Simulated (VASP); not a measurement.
Write the native input for VASP 6.6.1 that does the following.

```
Task                   : single point
Functional             : PBE
Potentials or basis    : VASP PAW PBE potentials, release 64 (Ta_pv, Al)
Cutoff                 : 520 eV
k mesh                 : 8 × 8 × 8
Occupations            : gaussian, width 0.1 eV
Spin                   : no spin polarisation
Dipole correction      : no
Further INCAR settings : ALGO = Fast; EDIFF = 1e-06; NBANDS = 20
```

The structure of TaAl4 lies in POSCAR:

```
TaAl4
1.0
    5.0756230654      0.0000000000      0.0000000000
    0.0000000000      5.0756230654      0.0000000000
    0.0000000000      0.0000000000      5.0756230654
Ta Al
1 4
Direct
    0.5000000000      0.5000000000      0.5000000000
    0.0000000000      0.5000000000      0.5000000000
    0.5000000000      0.0000000000      0.5000000000
    0.5000000000      0.5000000000      0.0000000000
    0.0000000000      0.0000000000      0.0000000000
```

One way to write it, as run:

INCAR

```
SYSTEM = TaAl4
PREC = Accurate
ENCUT = 520
EDIFF = 1E-6
ISMEAR = 0
SIGMA = 0.1
LREAL = .FALSE.
LASPH = .TRUE.
NELM = 60
ALGO = Fast
ISIF = 2
LWAVE = .FALSE.
LCHARG = .FALSE.
GGA = PE
NBANDS = 20
```

KPOINTS

```
Automatic mesh
0
G
  8 8 8
  0 0 0
```

Potentials or basis: VASP PAW PBE potentials, release 64 (Ta_pv, Al).

Run with:

```sh
$ cat potpaw_PBE.64/Ta_pv/POTCAR potpaw_PBE.64/Al/POTCAR > POTCAR
$ mpirun -np 1 vasp_std > vasp.out
```

Results of the run:

* Pressure: 0.0 GPa

Run time: 40 s on 1 thread of Intel(R) Xeon(R) 6975P-C (Granite Rapids) (shared host), peak memory 0.27 GiB.
